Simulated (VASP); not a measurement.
A run of VASP 6.6.1 is set up as follows.

The input INCAR:

```
SYSTEM = SiO2
PREC     = Accurate       ! precision mode
ENCUT    = 520            ! plane-wave cutoff, eV
EDIFF    = 1E-6           ! SCF threshold, eV
ISMEAR   = 0              ! smearing method
SIGMA    = 0.05           ! smearing width, eV
LREAL    = .FALSE.        ! projectors in reciprocal space
LASPH    = .TRUE.         ! aspherical terms in the spheres
NELM     = 100            ! most SCF steps
ALGO     = Normal         ! electronic algorithm
ISIF     = 2              ! what is computed and relaxed
LWAVE    = .FALSE.        ! write WAVECAR
LCHARG   = .FALSE.        ! write CHGCAR
GGA      = CA             ! functional
NBANDS   = 25             ! bands
```

File KPOINTS:

```
regular mesh
0
G
  6 6 8
  0 0 0
```

File POSCAR:

```
SiO2
1.0
    4.2549000000      0.0000000000      0.0000000000
    0.0000000000      4.2549000000      0.0000000000
    0.0000000000      0.0000000000      2.4697000000
Si O
2 4
Direct
    0.5000000000      0.5000000000      0.5000000000
    0.0000000000      0.0000000000      0.0000000000
    0.6944252994      0.6944252994      0.0000000000
    0.1944252994      0.8055747006      0.5000000000
    0.3055747006      0.3055747006      0.0000000000
    0.8055747006      0.1944252994      0.5000000000
```

Potentials or basis: VASP PAW LDA potentials, release 64 (Si, O).

Command:

```console
$ cat potpaw_LDA.64/Si/POTCAR potpaw_LDA.64/O/POTCAR > POTCAR
$ mpirun -np 1 vasp_std > vasp.out
```

**Question.** Estimate the largest force.

**Answer.** 0.223 eV/Å.

**Question.** Predict the pressure.

**Answer.** 18.0 GPa.

Forces on the atoms (eV/Å):
```
Si   0.000  0.000  0.000
Si   0.000  0.000  0.000
O   -0.158 -0.158  0.000
O   -0.158  0.158  0.000
O    0.158  0.158  0.000
O    0.158 -0.158  0.000
```

Caveat: the cell stands under pressure.
